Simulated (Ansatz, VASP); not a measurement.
CdS in VASP and in Ansatz

File POSCAR:

```
CdS
1.0
    4.2054320235      0.0000000000      0.0000000000
   -2.1027160117      3.6420109662      0.0000000000
    0.0000000000      0.0000000000      6.7024226339
Cd S
2 2
Direct
    0.3333333333      0.6666666667     -0.0032092926
    0.6666666667      0.3333333333      0.4967907074
    0.3333333333      0.6666666667      0.3782092926
    0.6666666667      0.3333333333      0.8782092926
```

The input INCAR.step1:

```
  ALGO = Normal
  EDIFF = 1E-4
  ENCUT = 520
  GGA = PE
  ISMEAR = 0
  LASPH = T
  LCHARG = F
  LREAL = F
  LWAVE = T
  NBANDS = 26
  NELM = 100
  PREC = Accurate
  SIGMA = 0.01
```

INCAR.step2

```
  ALGO = Normal
  EDIFF = 1E-7
  ENCUT = 520
  ISIF = 2
  ISMEAR = 0
  ISTART = 1
  LASPH = T
  LCHARG = T
  LELF = T
  LMIXTAU = T
  LREAL = F
  LVHAR = T
  LWAVE = F
  METAGGA = R2SCAN
  NBANDS = 26
  NELM = 100
  PREC = Accurate
  SIGMA = 0.01
```

File KPOINTS:

```
k-points
0
Gamma
  6 6 4
```

Input for Ansatz:

```yaml
crystal:
  lattice:
    - [4.20543202346, 0.0, 0.0]
    - [-2.10271601173, 3.64201096621, 0.0]
    - [0.0, 0.0, 6.70242263388]
  atoms:
    - { symbol: Cd, position: [0.333333333333, 0.666666666667, -0.003209292573] }
    - { symbol: Cd, position: [0.666666666667, 0.333333333333, 0.496790707427] }
    - { symbol: S, position: [0.333333333333, 0.666666666667, 0.378209292573] }
    - { symbol: S, position: [0.666666666667, 0.333333333333, 0.878209292573] }
kpoints:
  mp_grid: { grid: [6, 6, 4] }
scf:
  occupations: { method: fixed }
  convergence: { dr2_threshold: 1.0e-10 }
hamiltonian:
  xc: r2scan
  pseudopotentials: { kind: paw }
output:
  forces: true
  stress: true
  eigenstates:
    kpoints:
      - [0.0, 0.0, 0.0]
      - [0.0, 0.0, -0.5]
      - [-0.5, 0.0, 0.0]
      - [-0.5, 0.5, 0.0]
      - [0.0, -0.5, 0.0]
      - [-0.5, 0.0, -0.5]
      - [-0.5, 0.5, -0.5]
      - [0.0, -0.5, -0.5]
  eigenvalues: true
```

Change from the starting cell: film at in-plane strain +0.01.

Alike in both runs: task single point; functional r2SCAN; k mesh 6 × 6 × 4; no spin polarisation.

|  | VASP | Ansatz |
| --- | --- | --- |
| version | VASP 6.6.1 | Ansatz 0.2.0 |
| potentials or method | VASP PAW PBE potentials, release 64 (Cd, S) | PAW with Ansatz's default frozen-core files, scalar-relativistic |
| plane-wave cutoff (eV) | 520 | 500 |
| occupations | gaussian, width 0.01 eV | fixed |
| valence electrons in the cell | 36 | 52 |

```tsv
	VASP	Ansatz	Ansatz less VASP
gap on the k mesh at the Fermi level (eV)	1.61	1.62	+0.007
pressure (GPa)	-0.3	-0.6	-0.29
traceless stress, the component that is largest in VASP (GPa)	0.61	0.60	-0.013
```

VASP's potentials were made for PBE, not for r2SCAN. VASP's potentials hold 36 valence electrons a cell and Ansatz's 52, so a difference there can come from the potentials and not from the codes.
